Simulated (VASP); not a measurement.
# WS2 (mix) (P6_3/mmc) in VASP: single point with PBE+D3(BJ)

Aim: the single point of WS2 (mix) with PBE+D3(BJ).

Everything below comes from runs of VASP 6.6.1. Logs are shortened: lines on timing, memory, paths and dates and some standing lists are left out, and cuts for length are marked.

**1. The cell of the first run**

Symmetry: P6_3/mmc, No. 194, hexagonal system. The conventional cell has a = 3.154 Å, b = 3.154 Å, c = 12.141 Å, α = 90.00°, β = 90.00°, γ = 120.00°. Within 3.2 Å of W (site symmetry -6m2) lie 6 S at 2.41 Å and 6 W at 3.15 Å. S (site symmetry 3m) has 3 W at 2.41 Å and 7 S at 3.15 Å within 3.2 Å.

**2. Single point, PBE+D3(BJ)**

INCAR reads:

```
PREC = Accurate
ENCUT = 520
EDIFF = 1E-6
ISMEAR = 0
SIGMA = 0.02
LREAL = F
LASPH = T
NELM = 60
ALGO = Normal
ISIF = 2
LWAVE = F
LCHARG = T
GGA = PE
IVDW = 12
LELF = T
LVHAR = T
NBANDS = 35
```

KPOINTS reads:

```
regular mesh
0
Gamma
  12 12 4
```

POSCAR reads:

```
WS2
1.0
    3.1540939232      0.0000000000      0.0000000000
   -1.5770469616      2.7315254635      0.0000000000
    0.0000000000      0.0000000000     12.1408644157
W S
2 4
Direct
    0.3333333333      0.6666666667      0.2500000000
    0.6666666667      0.3333333333      0.7500000000
    0.3333333333      0.6666666667      0.6202949123
    0.6666666667      0.3333333333      0.1202949123
    0.3333333333      0.6666666667      0.8797050877
    0.6666666667      0.3333333333      0.3797050877
```

Potentials or basis: VASP PAW PBE potentials, release 64 (W_sv, S).

The run is started by

```console
$ cat potpaw_PBE.64/W_sv/POTCAR potpaw_PBE.64/S/POTCAR > POTCAR
$ mpirun -np 1 vasp_std > vasp.out
```

OUTCAR:

```text
PREC = Accurate
   ENCUT = 520
   EDIFF = 1E-6
   ISMEAR = 0
   LREAL = F
   LASPH = T
   NELM = 60
   ISIF = 2
   GGA = PE
   IVDW = 12
 IVDW          = 12

 ion  position               nearest neighbor table
   1  0.333  0.667  0.250-   4 2.41   6 2.41   4 2.41   6 2.41   4 2.41   6 2.41
   2  0.667  0.333  0.750-   3 2.41   5 2.41   3 2.41   5 2.41   3 2.41   5 2.41
   3  0.333  0.667  0.620-   2 2.41   2 2.41   2 2.41
   4  0.667  0.333  0.120-   1 2.41   1 2.41   1 2.41
   5  0.333  0.667  0.880-   2 2.41   2 2.41   2 2.41
   6  0.667  0.333  0.380-   1 2.41   1 2.41   1 2.41

  LATTYP: Found a hexagonal cell.
 ALAT       =     3.1540939232
 C/A-ratio  =     3.8492399755

  Lattice vectors:

 A1 = (   3.1540939232,   0.0000000000,   0.0000000000)
 A2 = (  -1.5770469616,   2.7315254635,   0.0000000000)
 A3 = (   0.0000000000,   0.0000000000,  12.1408644157)

Analysis of symmetry for initial positions (statically):
=====================================================================
 Subroutine PRICEL returns:
 Original cell was already a primitive cell.

 Routine SETGRP: Setting up the symmetry group for a
 hexagonal supercell.

 Subroutine GETGRP returns: Found 24 space group operations
 (whereof 12 operations were pure point group operations)
 out of a pool of 24 trial point group operations.

The static configuration has the point symmetry D_3d.
 The point group associated with its full space group is D_6h.

Analysis of symmetry for dynamics (positions and initial velocities):
=====================================================================
 Subroutine PRICEL returns:
 Original cell was already a primitive cell.

 Routine SETGRP: Setting up the symmetry group for a
 hexagonal supercell.

 Subroutine GETGRP returns: Found 24 space group operations
 (whereof 12 operations were pure point group operations)
 out of a pool of 24 trial point group operations.

The dynamic configuration has the point symmetry D_3d.
 The point group associated with its full space group is D_6h.

 Subroutine INISYM returns: Found 24 space group operations
 (whereof 12 operations are pure point group operations),
 and found     1 'primitive' translations

----------------------------------------------------------------------------------------

                                     Primitive cell

  volume of cell :     104.5995

  direct lattice vectors                    reciprocal lattice vectors
     3.154093923  0.000000000  0.000000000     0.317048263  0.183047900  0.000000000
    -1.577046962  2.731525464  0.000000000     0.000000000  0.366095800  0.000000000
     0.000000000  0.000000000 12.140864416     0.000000000  0.000000000  0.082366458

[... 91 lines left out ...]
   EDIFF  = 0.1E-05   stopping-criterion for ELM
   LREAL  =      F    real-space projection
[... 7 lines left out ...]
   TEBEG  =    0.0;   TEEND  =   0.0 temperature during run
   PSTRESS=    0.0 pullay stress
   NELECT =      52.0000    total number of electrons
   NUPDOWN=      -1.0000    fix difference up-down
   EMIN   =  10.00;   EMAX   =-10.00  energy-range for DOS
   EFERMI =   0.00;   METHOD = LEGACY
   ISMEAR =     0;   SIGMA  =   0.02  broadening in eV -4-tet -1-fermi 0-gaus
   EFERMI_NEDOS =   21; number of points for ismear=-14 and -15
   IALGO  =     38    algorithm
   IMIX   =      4    mixing-type and parameters
     AMIX     =   0.40;   BMIX     =  1.00
     AMIX_MAG =   1.60;   BMIX_MAG =  1.00
  volume/ion in A,a.u.               =      17.43       117.65
  Fermi-wavevector in a.u.,A,eV,Ry     =   1.296879  2.450746 22.883572  1.681895
  Thomas-Fermi vector in A             =   2.428307
   LORBIT       =      0    0 simple, 1 ext, 2 COOP (PROOUT), +10 PAW based schemes
   GGA     = PE    functional components
   LHFCALC =     F    Hartree Fock is set to
   AEXX    =    0.0000 exact exchange contribution
   IVDW    =    12    specifies the selected vdW correction
   LEPSILON=     F    determine dielectric tensor
   LRPA    =     F    only Hartree local field effects (RPA)
 non-spin polarized calculation
 Gauss-broadening in eV      SIGMA  =   0.02
  energy-cutoff  :      520.00
  volume of cell :      104.60
 maximum number of plane-waves:      2841
 NGX is ok and might be reduce to    24
   NGX = 11   NGY = 11   NGZ = 45

 number of electron      51.9999998 magnetization

 Free energy of the ion-electron system (eV)
  ---------------------------------------------------
  ext. energy  EPLUGINS =         0.00000000
  ---------------------------------------------------
  free energy    TOTEN  =       -47.18921762 eV

  energy without entropy =      -47.18921762  energy(sigma->0) =      -47.18921762

 E-fermi :   7.9228     XC(G=0): -11.0784

 val. band max:        7.7306973114   @ k =   0.0000   0.0000   0.0000
 cond. band min:       8.6373088052   @ k =   0.1667   0.1667   0.0000
 fundamental gap:      0.9066114938
 Fermi energy:         7.9228446841

 k-point     1 :       0.0000    0.0000    0.0000
  band No.  band energies     occupation
      1     -66.9190      2.00000
      2     -66.9189      2.00000
      3     -31.1764      2.00000
      4     -31.1763      2.00000
      5     -30.9983      2.00000
      6     -30.9983      2.00000
[... 901 lines left out ...]
     34      11.7300      0.00000
     35      13.4714      0.00000

 [... further k-points ...]

------------------------ aborting loop because EDIFF is reached ----------------------------------------

 Edisp (eV)   -2.61075

 E8    (eV) :    -1.0971

  FORCE on cell =-STRESS in cart. coord.  units (eV):
  Direction    XX          YY          ZZ          XY          YZ          ZX
  --------------------------------------------------------------------------------------
  -------------------------------------------------------------------------------------
  Total      -0.02402    -0.02402    -0.02668     0.00000     0.00000    -0.00000
  in kB      -0.36786    -0.36786    -0.40859     0.00000     0.00000    -0.00000
  external pressure =       -0.38 kB  Pullay stress =        0.00 kB

 VOLUME and BASIS-vectors are now :
 -----------------------------------------------------------------------------
  energy-cutoff  :      520.00
  volume of cell :      104.60
      direct lattice vectors                 reciprocal lattice vectors
     3.154093923  0.000000000  0.000000000     0.317048263  0.183047900  0.000000000
    -1.577046962  2.731525464  0.000000000     0.000000000  0.366095800  0.000000000
     0.000000000  0.000000000 12.140864416     0.000000000  0.000000000  0.082366458

 POSITION                                       TOTAL-FORCE (eV/Angst)
 -----------------------------------------------------------------------------------
     -0.00000      1.82102      3.03522        -0.000000      0.000000      0.000000
      1.57705      0.91051      9.10565         0.000000     -0.000000      0.000000
     -0.00000      1.82102      7.53092         0.000000     -0.000000     -0.002025
      1.57705      0.91051      1.46048        -0.000000      0.000000     -0.002025
     -0.00000      1.82102     10.68038         0.000000     -0.000000      0.002025
      1.57705      0.91051      4.60995        -0.000000      0.000000      0.002025
 -----------------------------------------------------------------------------------
    total drift:                               -0.000000      0.000000     -0.000000

  FREE ENERGIE OF THE ION-ELECTRON SYSTEM (eV)
  ---------------------------------------------------
  free  energy   TOTEN  =       -49.7999663184 eV

  energy  without entropy=      -49.7999663184  energy(sigma->0) =      -49.79996632
```

Wall time 2.2 min (1 thread of Intel Xeon 6975P-C, shared host); peak memory 0.33 GiB.

Results:

| Property | Result |
| --- | --- |
| Free energy | -49.8000 eV |
| Pressure | 0.0 GPa |
| Band gap on the k mesh | 0.91 eV, indirect (least direct gap 1.83 eV) |
| Dispersion energy per atom | -0.435 eV |

Forces on the atoms (eV/Å):
```
W    0.000  0.000  0.000
W    0.000  0.000  0.000
S    0.000  0.000 -0.002
S    0.000  0.000 -0.002
S    0.000  0.000  0.002
S    0.000  0.000  0.002
```

Levels at points of the mesh, in eV from the valence-band top:
```
           k point  band 22  band 23  band 24  band 25  band 26  band 27  band 28  band 29  band 30  band 31
(0.00, 0.00, 0.00)    -2.20    -2.20    -1.42    -1.28     0.00     2.26     2.26     2.28     2.28     2.28
(0.50, 0.00, 0.00)    -2.80    -2.03    -1.78    -1.78    -1.56     2.29     2.34     2.55     2.88     3.07
(0.00, 0.00, 0.50)    -2.24    -2.24    -2.24    -0.31    -0.31     2.25     2.25     2.25     2.25     2.42
(0.50, 0.00, 0.50)    -2.96    -1.90    -1.90    -1.65    -1.65     2.31     2.31     2.74     2.74     3.40
```

Caveat: spin-orbit coupling is left out, which moves the levels of the heavy elements.
